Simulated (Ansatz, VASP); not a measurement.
## MoS2 in VASP and in Ansatz

File INCAR:

```
SYSTEM = MoS2
  PREC = Accurate
  ENCUT = 520
  EDIFF = 1E-6
  ISMEAR = -1
  SIGMA = 0.05
  LREAL = .FALSE.
  LASPH = .TRUE.
  NELM = 60
  ALGO = Normal
  ISIF = 2
  LWAVE = .FALSE.
  LCHARG = .FALSE.
  GGA = PS
  NBANDS = 35
```

KPOINTS

```
regular mesh
0
G
  8 8 1
  0 0 0
```

The input POSCAR:

```
MoS2
1.0
    3.1845414560      0.0000000000      0.0000000000
   -1.5922707280      2.7578938003      0.0000000000
    0.0000000000      0.0000000000     21.8872400672
Mo S
2 4
Direct
    0.3333333333      0.6666666667      0.8511602300
    0.6666666667      0.3333333333      0.1488397700
    0.6666666667      0.3333333333      0.7796253900
    0.3333333333      0.6666666667      0.0772510000
    0.6666666667      0.3333333333      0.9227490000
    0.3333333333      0.6666666667      0.2203746100
```

Contents of input.yaml:

```yaml
crystal:
  lattice:
    - [3.184541456, 0.0, 0.0]
    - [-1.592270728, 2.7578938003, 0.0]
    - [0.0, 0.0, 21.8872400672]
  atoms:
    - { symbol: Mo, position: [0.3333333333, 0.6666666667, 0.85116023] }
    - { symbol: Mo, position: [0.6666666667, 0.3333333333, 0.14883977] }
    - { symbol: S, position: [0.6666666667, 0.3333333333, 0.77962539] }
    - { symbol: S, position: [0.3333333333, 0.6666666667, 0.077251] }
    - { symbol: S, position: [0.6666666667, 0.3333333333, 0.922749] }
    - { symbol: S, position: [0.3333333333, 0.6666666667, 0.22037461] }
hamiltonian:
  xc: pbesol
  pseudopotentials: { kind: paw }
kpoints:
  mp_grid: { grid: [8, 8, 1] }
scf:
  occupations: { method: fermi_dirac, width: 0.05 }
output:
  forces: true
  stress: true
  eigenvalues: true
```

Alike in both runs: task single point; functional PBEsol; k mesh 8 × 8 × 1; occupations fermi-dirac, width 0.05 eV; no spin polarisation.

|  | VASP | Ansatz |
| --- | --- | --- |
| version | VASP 6.6.1 | Ansatz 0.2.0 |
| potentials or method | VASP PAW PBE potentials, release 64 (Mo_sv, S) | Ansatz PAW |
| plane-wave cutoff (eV) | 520 | 420 |
| valence electrons in the cell | 52 | 52 |

```tsv
	VASP	Ansatz	Ansatz less VASP
gap on the k mesh at the Fermi level (eV)	1.54	1.53	-0.014
least direct gap on the mesh (eV)	1.96	1.96	-0.004
rms of the force components (eV/Å)	0.193	0.194	+0.0012
```

VASP's potentials were made for PBE, not for PBEsol. Atom by atom the forces differ by 0.001 eV/Å (rms over components).
